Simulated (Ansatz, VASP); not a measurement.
One calculation of InTe4, two programs

```
In Te
1.0
     5.85479    0.00000    0.00000
     0.00000    5.85479    0.00000
     0.00000    0.00000    5.85479
In Te
1 4
Direct
  0.00000 0.00000 0.00000
  0.00000 0.50000 0.50000
  0.50000 0.00000 0.50000
  0.50000 0.50000 0.00000
  0.50000 0.50000 0.50000
```

Alike in both runs: task relaxation of cell and atoms; functional PBE; k mesh 4 × 4 × 4; occupations gaussian, width 0.1 eV; no spin polarisation.

|  | VASP | Ansatz |
| --- | --- | --- |
| version | VASP 6.6.1 | Ansatz 0.2.0 |
| potentials or method | VASP PAW PBE potentials, release 64 (In_d, Te), cutoff 600 eV | scalar-relativistic, plane waves, PAW |
| valence electrons in the cell | 37 | 77 |

|  | VASP | Ansatz | Ansatz less VASP |
| --- | --- | --- | --- |
| gap on the k mesh at the Fermi level, each at its own relaxed structure (eV) | none | none | - |
| relaxed volume (Å³/atom) | 40.14 | 40.14 | 0.000 |
| relaxed cell length with the largest relative difference (Å) | 5.855 | 5.855 | 0.0000 |

A gap of «none» marks a metal or a gap that the smearing closes. VASP's potentials hold 37 valence electrons a cell and Ansatz's 77, so a difference there can come from the potentials and not from the codes.

Spin-orbit coupling is off throughout. Noted on VASP's run: the relaxation stopped at its first step, so nothing moved.
